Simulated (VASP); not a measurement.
A run of VASP 6.6.1:

The input POSCAR:

```
PbSe
1.0
   -2.1981705556      3.1089500701      2.1986589638
    2.1981705556     -3.1089500701      2.1986589638
    2.1981705556      3.1089500701     -2.1986589638
Pb Se
1 1
Direct
    0.5020710672      0.0020710672      0.5000000000
    1.0011407801      1.0011407801      0.0000000000
```

Contents of INCAR.step1:

```
PREC = Accurate ; ENCUT = 520
EDIFF = 1E-6 ; ISMEAR = 0
SIGMA = 0.02 ; LREAL = False
LASPH = True ; NELM = 80
ALGO = Normal ; ISIF = 2
LWAVE = False ; LCHARG = True
GGA = PE ; NBANDS = 17
```

KPOINTS.step1

```
regular mesh
0
Gamma
  12 12 12
```

INCAR.step2

```
PREC = Accurate ; ENCUT = 520
EDIFF = 1E-6 ; ISMEAR = -5
SIGMA = 0.02 ; LREAL = False
LASPH = True ; NELM = 80
ALGO = Normal ; ISIF = 2
LWAVE = False ; LCHARG = False
GGA = PE ; LORBIT = 11
NEDOS = 1001 ; ICHARG = 11
```

File KPOINTS.step2:

```
regular mesh
0
Gamma
  18 18 18
```

Potentials or basis: VASP PAW PBE potentials, release 64 (Pb_d, Se).

The run is started by

```bash
$ cat potpaw_PBE.64/Pb_d/POTCAR potpaw_PBE.64/Se/POTCAR > POTCAR
$ cp INCAR.step1 INCAR
$ cp KPOINTS.step1 KPOINTS
$ mpirun -np 1 vasp_std > vasp.out
$ cp INCAR.step2 INCAR
$ cp KPOINTS.step2 KPOINTS
$ mpirun -np 1 vasp_std > vasp.out
```

Hardware: 1 thread of Oxide Virtual Turin-like Processor, on a shared host.

**Question.** Estimate the wall time of this run.

**Answer.** Wall time 12 min on 1 thread of Oxide Virtual Turin-like Processor, with other jobs on the host, peak memory 0.83 GiB. Counts: k points 865.
